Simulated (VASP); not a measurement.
Hf2Si: single point with r2SCAN+D3(BJ)

The system is Hf2Si.

```
Hf Si
1.0
    -3.26484    3.26484    2.57359
     3.26484   -3.26484    2.57359
     3.26484    3.26484   -2.57359
Hf Si
4 2
Direct
  0.84342 0.65658 0.50000
  0.34342 0.84342 0.18684
  0.15658 0.34342 0.50000
  0.65658 0.15658 0.81316
  0.75000 0.75000 0.00000
  0.25000 0.25000 0.00000
```

```json
{
  "Program": "VASP 6.6.1",
  "Task": "single point",
  "Functional": "r2SCAN",
  "Dispersion": "D3(BJ)",
  "Potentials or basis": "VASP PAW PBE potentials, release 64 (Hf_pv, Si)",
  "Cutoff": "520 eV",
  "k mesh": "10 × 10 × 10",
  "Occupations": "gaussian, width 0.1 eV",
  "Spin": "no spin polarisation"
}
```

The pressure is -0.5 GPa, the largest force is 0.024 eV/Å and the band gap on the k mesh is zero (bands 24 and 25 overlap by 0.86 eV). The dispersion energy per atom is -0.226 eV.

Forces on the atoms (eV/Å):
```
Hf  -0.017  0.017  0.000
Hf   0.017  0.017  0.000
Hf   0.017 -0.017  0.000
Hf  -0.017 -0.017  0.000
Si   0.000  0.000  0.000
Si   0.000  0.000  0.000
```

Stress tensor (GPa, compression positive):
```
-0.50  0.00  0.00
 0.00 -0.50  0.00
 0.00  0.00 -0.61
```

Levels at points of the mesh, in eV from the Fermi level:
| k point | band 22 | band 23 | band 24 | band 25 | band 26 | band 27 |
| --- | --- | --- | --- | --- | --- | --- |
| (0.00, 0.00, 0.00) | -1.44 | -1.19 | -1.01 | 2.21 | 2.30 | 2.33 |
| (0.50, 0.00, 0.00) | -0.85 | -0.57 | -0.57 | 0.20 | 0.20 | 2.16 |
| (0.50, 0.50, 0.00) | -1.19 | -0.85 | -0.54 | 1.41 | 1.48 | 1.86 |
| (0.50, 0.50, 0.50) | -0.55 | 0.09 | 0.36 | 0.40 | 0.40 | 1.43 |

It took 19 min on 1 thread of Intel(R) Xeon(R) Platinum 8259CL CPU @ 2.50GHz (Skylake/Cascade Lake), with other jobs on the host, peak memory 0.46 GiB.

Caveat: the PAW data sets were made with another functional, which shifts forces and pressure a little; spin-orbit coupling is left out, which moves the levels of the heavy elements.
